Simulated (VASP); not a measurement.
# Os (P6_3/mmc) in VASP: single point with r2SCAN

Aim: the single point of Os with r2SCAN.

Everything below comes from runs of VASP 6.6.1. Logs are shortened: lines on timing, memory, paths and dates and some standing lists are left out, and cuts for length are marked.

## 1. The cell of the first run

It takes space group P6_3/mmc (No. 194, hexagonal). Conventional cell: a = 2.723 Å, b = 2.723 Å, c = 8.759 Å, α = 90.00°, β = 90.00°, γ = 120.00°. Within 3.6 Å of Os (site symmetry -3m) lie 12 Os at 2.70 to 2.72 Å. Within 3.6 Å of Os (site symmetry -6m2) lie 12 Os at 2.70 to 2.72 Å.

## 2. Single point, r2SCAN

POSCAR reads:

```
Os
1.0
    2.7228768595      0.0000000000      0.0000000000
   -1.3614384297      2.3580805318      0.0000000000
    0.0000000000      0.0000000000      8.7593034834
Os
4
Direct
    0.0000000000      0.0000000000      0.0000000000
    0.0000000000      0.0000000000      0.5000000000
    0.3333333333      0.6666666667      0.7500000000
    0.6666666667      0.3333333333      0.2500000000
```

INCAR.step1 reads:

```
SYSTEM = Os
ALGO = Normal
EDIFF = 1E-4
ENCUT = 520
GGA = PE
ISMEAR = 0
LASPH = .True.
LCHARG = .False.
LREAL = .False.
LWAVE = .True.
NBANDS = 24
NELM = 100
PREC = Accurate
SIGMA = 0.1
```

INCAR.step2 reads:

```
SYSTEM = Os
ALGO = Normal
EDIFF = 1E-6
ENCUT = 520
ISIF = 2
ISMEAR = 0
ISTART = 1
LASPH = .True.
LCHARG = .True.
LELF = .True.
LMIXTAU = .True.
LREAL = .False.
LVHAR = .True.
LWAVE = .False.
METAGGA = R2SCAN
NBANDS = 24
NELM = 100
PREC = Accurate
SIGMA = 0.1
```

KPOINTS reads:

```
k-points
0
Gamma
  21 21 6
  0 0 0
```

Potentials or basis: VASP PAW PBE potentials, release 64 (Os).

Run with:

```bash
$ cat potpaw_PBE.64/Os/POTCAR > POTCAR
$ cp INCAR.step1 INCAR
$ mpirun -np 1 vasp_std > vasp.out
$ cp INCAR.step2 INCAR
$ mpirun -np 1 vasp_std > vasp.out
```

OUTCAR:

```text
SYSTEM = Os
   EDIFF = 1E-6
   ENCUT = 520
   ISIF = 2
   ISMEAR = 0
   ISTART = 1
   LASPH = .True.
   LREAL = .False.
   METAGGA = R2SCAN
   NELM = 100
   PREC = Accurate

 ion  position               nearest neighbor table
   1  0.000  0.000  0.000-   3 2.70   4 2.70   4 2.70   3 2.70   4 2.70   3 2.70
   2  0.000  0.000  0.500-   3 2.70   4 2.70   4 2.70   3 2.70   4 2.70   3 2.70
   3  0.333  0.667  0.750-   1 2.70   2 2.70   1 2.70   2 2.70   1 2.70   2 2.70
   4  0.667  0.333  0.250-   1 2.70   2 2.70   1 2.70   2 2.70   1 2.70   2 2.70

  LATTYP: Found a hexagonal cell.
 ALAT       =     2.7228768595
 C/A-ratio  =     3.2169297164

  Lattice vectors:

 A1 = (   2.7228768595,   0.0000000000,   0.0000000000)
 A2 = (  -1.3614384297,   2.3580805318,   0.0000000000)
 A3 = (   0.0000000000,   0.0000000000,   8.7593034834)

Analysis of symmetry for initial positions (statically):
=====================================================================
 Subroutine PRICEL returns:
 Original cell was already a primitive cell.

 Routine SETGRP: Setting up the symmetry group for a
 hexagonal supercell.

 Subroutine GETGRP returns: Found 24 space group operations
 (whereof 12 operations were pure point group operations)
 out of a pool of 24 trial point group operations.

The static configuration has the point symmetry D_3d.
 The point group associated with its full space group is D_6h.

Analysis of symmetry for dynamics (positions and initial velocities):
=====================================================================
 Subroutine PRICEL returns:
 Original cell was already a primitive cell.

 Routine SETGRP: Setting up the symmetry group for a
 hexagonal supercell.

 Subroutine GETGRP returns: Found 24 space group operations
 (whereof 12 operations were pure point group operations)
 out of a pool of 24 trial point group operations.

The dynamic configuration has the point symmetry D_3d.
 The point group associated with its full space group is D_6h.

 Subroutine INISYM returns: Found 24 space group operations
 (whereof 12 operations are pure point group operations),
 and found     1 'primitive' translations

----------------------------------------------------------------------------------------

                                     Primitive cell

  volume of cell :      56.2414

  direct lattice vectors                    reciprocal lattice vectors
     2.722876859  0.000000000  0.000000000     0.367258621  0.212036864  0.000000000
    -1.361438430  2.358080532  0.000000000     0.000000000  0.424073727  0.000000000
     0.000000000  0.000000000  8.759303483     0.000000000  0.000000000  0.114164328

  length of vectors
     2.722876859  2.722876860  8.759303483     0.424073727  0.424073727  0.114164328

  position of ions in fractional coordinates (direct lattice)
     0.000000000  0.000000000  0.000000000
     0.000000000  0.000000000  0.500000000
     0.333333333  0.666666667  0.750000000
     0.666666667  0.333333333  0.250000000

  ion indices of the primitive-cell ions
   primitive index   ion index
                 1           1
                 2           2
                 3           3
                 4           4

----------------------------------------------------------------------------------------

 KPOINTS: k-points

Automatic generation of k-mesh.
 Grid dimensions read from file:
 generate k-points for:   21   21    6

 Generating k-lattice:

  Cartesian coordinates                     Fractional coordinates (reciprocal lattice)
     0.017488506  0.010096994  0.000000000     0.047619048  0.000000000  0.000000000
     0.000000000  0.020193987  0.000000000     0.000000000  0.047619048  0.000000000
     0.000000000  0.000000000  0.019027388     0.000000000  0.000000000  0.166666667

  Length of vectors
     0.020193987  0.020193987  0.019027388

  Shift w.r.t. Gamma in fractional coordinates (k-lattice)
     0.000000000  0.000000000  0.000000000

 Subroutine IBZKPT returns following result:
 ===========================================

 Found    192 irreducible k-points:

 Following reciprocal coordinates:
            Coordinates               Weight
  0.000000  0.000000  0.000000      1.000000
  0.047619  0.000000  0.000000      6.000000
  0.095238 -0.000000  0.000000      6.000000
  0.142857 -0.000000  0.000000      6.000000
  0.190476 -0.000000  0.000000      6.000000
  0.238095 -0.000000  0.000000      6.000000
[... 16 lines left out ...]
  0.142857  0.095238  0.000000     12.000000
  0.190476  0.095238  0.000000     12.000000
 [... further k-points ...]
   k-points           NKPTS =    192   k-points in BZ     NKDIM =    192   number of bands    NBANDS=     24
   number of dos      NEDOS =    301   number of ions     NIONS =      4
   total plane-waves  NPLWV =  28000
   dimension x,y,z NGX =    20 NGY =   20 NGZ =   70
   dimension x,y,z NGXF=    40 NGYF=   40 NGZF=  140
   ions per type =               4
   NGX,Y,Z   is equivalent  to a cutoff of  12.21, 12.21, 13.29 a.u.
   NGXF,Y,Z  is equivalent  to a cutoff of  24.42, 24.42, 26.57 a.u.
 SYSTEM =  Os
   PREC   = accura    normal or accurate (medium, high low for compatibility)
   ISTART =      1    job   : 0-new  1-cont  2-samecut
   ICHARG =      0    charge: 1-file 2-atom 10-const
   ISPIN  =      1    spin polarized calculation?
   LNONCOLLINEAR =      F non collinear calculations
   LSORBIT =      F    spin-orbit coupling
   LASPH  =      T    aspherical Exc in radial PAW
   ENCUT  =  520.0 eV  38.22 Ry    6.18 a.u.   5.06  5.06 16.29*2*pi/ulx,y,z
   NELM   =    100;   NELMIN=  2; NELMDL=  0     # of ELM steps
   EDIFF  = 0.1E-05   stopping-criterion for ELM
   LREAL  =      F    real-space projection
   EDIFFG = 0.1E-04   stopping-criterion for IOM
   NSW    =      0    number of steps for IOM
   IBRION =     -1    ionic relax: 0-MD 1-quasi-New 2-CG
   NFREE  =      0    steps in history (QN), initial steepest desc. (CG)
   ISIF   =      2    stress and relaxation
   ISYM   =      2    0-nonsym 1-usesym 2-fastsym
   POTIM  = 0.5000    time-step for ionic-motion
   TEBEG  =    0.0;   TEEND  =   0.0 temperature during run
   PSTRESS=    0.0 pullay stress
   NELECT =      32.0000    total number of electrons
   NUPDOWN=      -1.0000    fix difference up-down
   EMIN   =  10.00;   EMAX   =-10.00  energy-range for DOS
   EFERMI =   0.00;   METHOD = LEGACY
   ISMEAR =     0;   SIGMA  =   0.10  broadening in eV -4-tet -1-fermi 0-gaus
   EFERMI_NEDOS =   21; number of points for ismear=-14 and -15
   IALGO  =     38    algorithm
   IMIX   =      4    mixing-type and parameters
     AMIX     =   0.40;   BMIX     =  1.00
     AMIX_MAG =   1.60;   BMIX_MAG =  1.00
  volume/ion in A,a.u.               =      14.06        94.88
  Fermi-wavevector in a.u.,A,eV,Ry     =   1.356561  2.563529 25.038238  1.840259
  Thomas-Fermi vector in A             =   2.483554
   LORBIT       =      0    0 simple, 1 ext, 2 COOP (PROOUT), +10 PAW based schemes
   METAGGA = R2SCAN    functional components
   LHFCALC =     F    Hartree Fock is set to
   AEXX    =    0.0000 exact exchange contribution
   IVDW    =     0    specifies the selected vdW correction
   LEPSILON=     F    determine dielectric tensor
   LRPA    =     F    only Hartree local field effects (RPA)
 non-spin polarized calculation
 Gauss-broadening in eV      SIGMA  =   0.10
  energy-cutoff  :      520.00
  volume of cell :       56.24
 maximum number of plane-waves:      1545
   NGX = 11   NGY = 11   NGZ = 33

 number of electron      32.0000002 magnetization

 Free energy of the ion-electron system (eV)
  ---------------------------------------------------
  ext. energy  EPLUGINS =         0.00000000
  ---------------------------------------------------
  free energy    TOTEN  =      -211.58390457 eV

  energy without entropy =     -211.56731249  energy(sigma->0) =     -211.57560853

 E-fermi :   9.1300     XC(G=0): -15.3553

 val. band max:        9.1278747355   @ k =   0.1905   0.1905   0.1667
 cond. band min:       9.1314803987   @ k =   0.0952   0.0952   0.3333
 fundamental gap:      0.0036056632
 Fermi energy:         9.1299549829

 k-point     1 :       0.0000    0.0000    0.0000
  band No.  band energies     occupation
      1      -2.2008      2.00000
      2       0.2609      2.00000
      3       0.2629      2.00000
      4       1.0809      2.00000
      5       5.3336      2.00000
      6       5.3799      2.00000
[... 16 lines left out ...]
     23      11.3978      0.00000
     24      11.3978      0.00000

 k-point     2 :       0.0476    0.0000    0.0000
  band No.  band energies     occupation
      1      -2.1031      2.00000
      2       0.3530      2.00000
      3       0.3552      2.00000
      4       1.1719      2.00000
      5       5.1743      2.00000
      6       5.3062      2.00000
[... 16 lines left out ...]
     23      11.4141      0.00000
     24      11.8733      0.00000

 k-point     3 :       0.0952   -0.0000    0.0000
  band No.  band energies     occupation
      1      -1.8160      2.00000
      2       0.6165      2.00000
      3       0.6196      2.00000
      4       1.4334      2.00000
      5       4.8267      2.00000
      6       5.1062      2.00000
[... 16 lines left out ...]
     23      11.4626      0.00000
     24      12.8777      0.00000
[... 514 lines left out ...]
 k-point    23 :       0.1429    0.0952    0.0000
  band No.  band energies     occupation
      1      -0.5070      2.00000
      2       1.6382      2.00000
      3       1.6447      2.00000
      4       2.4954      2.00000
      5       4.0031      2.00000
      6       4.5372      2.00000
[... 16 lines left out ...]
     23      11.7798      0.00000
     24      15.7806      0.00000

 k-point    24 :       0.1905    0.0952    0.0000
  band No.  band energies     occupation
      1       0.1623      2.00000
      2       1.9422      2.00000
      3       1.9466      2.00000
      4       2.8361      2.00000
      5       3.8927      2.00000
      6       4.2576      2.00000
[... 16 lines left out ...]
     23      11.9603      0.00000
     24      16.9340      0.00000

 [... further k-points ...]

------------------------ aborting loop because EDIFF is reached ----------------------------------------

  FORCE on cell =-STRESS in cart. coord.  units (eV):
  Direction    XX          YY          ZZ          XY          YZ          ZX
  --------------------------------------------------------------------------------------
  -------------------------------------------------------------------------------------
  Total        0.3416157      0.3416157      0.3570232      0.0000000      0.0000000      0.0000000
  in kB        9.7317784      9.7317784     10.1707005      0.0000000      0.0000000      0.0000000
  external PRESSURE =       9.8780857 kB  Pullay stress =       0.0000000 kB

 VOLUME and BASIS-vectors are now :
 -----------------------------------------------------------------------------
  energy-cutoff  :      520.00
  volume of cell :       56.24
      direct lattice vectors                 reciprocal lattice vectors
     2.722876859  0.000000000  0.000000000     0.367258621  0.212036864  0.000000000
    -1.361438430  2.358080532  0.000000000     0.000000000  0.424073727  0.000000000
     0.000000000  0.000000000  8.759303483     0.000000000  0.000000000  0.114164328

 POSITION                                       TOTAL-FORCE (eV/Angst)
 -----------------------------------------------------------------------------------
      0.00000      0.00000      0.00000         0.000000      0.000000      0.000000
      0.00000      0.00000      4.37965         0.000000      0.000000      0.000000
     -0.00000      1.57205      6.56948        -0.000000      0.000000     -0.000000
      1.36144      0.78603      2.18983         0.000000      0.000000      0.000000
 -----------------------------------------------------------------------------------
    total drift:                                0.000000     -0.000000      0.000000

  FREE ENERGIE OF THE ION-ELECTRON SYSTEM (eV)
  ---------------------------------------------------
  free  energy   TOTEN  =      -211.5839045713 eV

  energy  without entropy=     -211.5673124854  energy(sigma->0) =     -211.57560853
```

Run time: 11 min. Hardware: 1 thread of Intel Xeon Platinum 8259CL at 2.50GHz (Skylake/Cascade Lake), shared host; peak memory 0.32 GiB.

Results:

```
Free energy            : -211.5839 eV
Pressure               : 1.0 GPa
Band gap on the k mesh : zero (bands 16 and 17 overlap by 3.87 eV)
```

Levels at points of the mesh, in eV from the Fermi level:
```tsv
k point	band 12	band 13	band 14	band 15	band 16	band 17	band 18	band 19	band 20	band 21
(0.00, 0.00, 0.00)	-2.67	-2.67	-2.53	-2.53	-0.84	-0.84	-0.15	0.07	0.07	0.99
(0.00, 0.00, 0.50)	-2.89	-2.89	-2.89	-2.07	-2.07	-0.30	-0.30	-0.30	-0.30	1.64
```

Caveat: the PAW data sets were made with another functional, which shifts forces and pressure a little; spin-orbit coupling is left out, which moves the levels of the heavy elements.
